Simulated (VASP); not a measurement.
Runs of VASP 6.6.1 on CdSe. The structure is that of space group P6_3mc (No. 186), or close to it. The cells are those of the table. 

```tsv
cell	gap on the mesh (eV)	pressure (GPa)	largest force (eV/Å)
a = 4.299, b = 4.252, c = 7.015 Å, angles 90.0, 90.0, 118.9°, 4 atoms	(a)	1.9	0.18
a = 4.299, b = 4.271, c = 7.015 Å, angles 90.0, 90.0, 119.4°, 4 atoms	1.13	1.8	0.11
a = 4.299, b = 4.289, c = 7.015 Å, angles 90.0, 90.0, 119.8°, 4 atoms	1.15	1.8	0.04
a = 4.299, b = 4.234, c = 7.015 Å, angles 90.0, 90.0, 118.5°, 4 atoms	1.10	1.9	0.25
```

Alike in all rows: task single point; level r2SCAN; potentials or basis VASP PAW PBE potentials, release 64 (Cd, Se); no spin polarisation; k mesh 6 × 6 × 4; cutoff (eV) 520; smearing gaussian 0.05 eV.

Question: Estimate the missing entries.

Answer: (a) 1.12.

Caveats: the PAW data sets were made with another functional, which shifts forces and pressure a little.

A k mesh can miss the band edges, and the runs leave out spin-orbit coupling on Cd, Se.
